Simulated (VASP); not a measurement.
Write the native input for VASP 6.6.1 that does the following.

| Quantity | Value |
| --- | --- |
| Task | single point |
| Functional | PBE-based screened hybrid with 25 % exact exchange |
| Potentials or basis | VASP PAW PBE potentials, release 64 (Zn, S) |
| Cutoff | 520 eV |
| k mesh | 4 × 4 × 3 |
| Occupations | fermi-dirac, width 0.05 eV |
| Spin | no spin polarisation |
| Dipole correction | no |
| Grid for exact exchange (PRECFOCK) | Normal |
| Share of exact exchange | 0.25 |
| Further INCAR settings | ALGO = Normal; EDIFF = 1e-06; NBANDS = 26 |
| Screening parameter | 0.3 1/Å |

The system is ZnS.

```
Zn S
1.0
     3.81100    0.00000    0.00000
    -1.90550    3.30042    0.00000
     0.00000    0.00000    6.23400
Zn S
2 2
Direct
  0.66667 0.33333 0.50000
  0.33333 0.66667 0.00000
  0.66667 0.33333 0.88500
  0.33333 0.66667 0.38500
```

One way to write it, as run:

POSCAR

```
ZnS
1.0
    3.8110000000      0.0000000000      0.0000000000
   -1.9055000000      3.3004228138      0.0000000000
    0.0000000000      0.0000000000      6.2340000000
Zn S
2 2
Direct
    0.6666666667      0.3333333333      0.5000000000
    0.3333333333      0.6666666667      0.0000000000
    0.6666666667      0.3333333333      0.8850000000
    0.3333333333      0.6666666667      0.3850000000
```

INCAR.step1

```
SYSTEM = ZnS
PREC = Accurate
ENCUT = 520
EDIFF = 1E-5
ISMEAR = -1
SIGMA = 0.05
LREAL = .FALSE.
LASPH = .TRUE.
NELM = 80
ALGO = Normal
ISIF = 2
LWAVE = .TRUE.
GGA = PE
NBANDS = 26
```

INCAR.step2

```
SYSTEM = ZnS
PREC = Accurate
ENCUT = 520
EDIFF = 1E-6
ISMEAR = -1
SIGMA = 0.05
LREAL = .FALSE.
LASPH = .TRUE.
NELM = 80
ALGO = Normal
ISIF = 2
LWAVE = .FALSE.
LCHARG = .TRUE.
GGA = PE
LHFCALC = .TRUE.
AEXX = 0.25
HFSCREEN = 0.3
PRECFOCK = Normal
LELF = .TRUE.
LVHAR = .TRUE.
ISTART = 1
NBANDS = 26
```

KPOINTS

```
Automatic mesh
0
G
  4 4 3
  0 0 0
```

Potentials or basis: VASP PAW PBE potentials, release 64 (Zn, S).

Launch:

```console
$ cat potpaw_PBE.64/Zn/POTCAR potpaw_PBE.64/S/POTCAR > POTCAR
$ cp INCAR.step1 INCAR
$ mpirun -np 1 vasp_std > vasp.out
$ cp INCAR.step2 INCAR
$ mpirun -np 1 vasp_std > vasp.out
```

Results of the run:

The pressure is 2.0 GPa. The largest force is 0.338 eV/Å. The band gap on the k mesh is 3.25 eV.

Caveat: the k points lie up to 0.48 Å⁻¹ apart; the PAW data sets were made with another functional, which shifts forces and pressure a little.

It took 58 min on 1 thread of Intel Xeon 8259CL, with other jobs on the host, peak memory 0.32 GiB.
